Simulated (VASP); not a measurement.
Here is a VASP 6.6.1 calculation.

The input INCAR:

```
PREC = Accurate ; ENCUT = 520
EDIFF = 1E-7 ; ISMEAR = -1
SIGMA = 0.02 ; LREAL = False
LASPH = True ; NELM = 100
ALGO = Normal ; ISIF = 2
LWAVE = False ; LCHARG = False
NBANDS = 28
```

File KPOINTS:

```
regular mesh
0
Gamma
  8 8 8
```

The input POSCAR:

```
Ca3SbP
1.0
    5.2514219348      0.0000000000      0.0000000000
    0.0000000000      5.2514219348      0.0000000000
    0.0000000000      0.0000000000      5.2514219348
Ca Sb P
3 1 1
Direct
    0.0000000000      0.5000000000      0.5000000000
    0.5000000000      0.0000000000      0.5000000000
    0.5000000000      0.5000000000      0.0000000000
    0.0000000000      0.0000000000      0.0000000000
    0.5000000000      0.5000000000      0.5000000000
```

Potentials or basis: VASP PAW LDA potentials, release 64 (Ca_sv, Sb, P).

Run with:

```bash
$ cat potpaw_LDA.64/Ca_sv/POTCAR potpaw_LDA.64/Sb/POTCAR potpaw_LDA.64/P/POTCAR > POTCAR
$ mpirun -np 1 vasp_std > vasp.out
```

**Question.** What does it give for the pressure?

**Answer.** 0.2 GPa.

**Question.** What does it give for the band gap on the k mesh?

**Answer.** 0.48 eV.

Caveat: spin-orbit coupling is left out, which moves the levels of the heavy elements. A k mesh can miss the band edges.
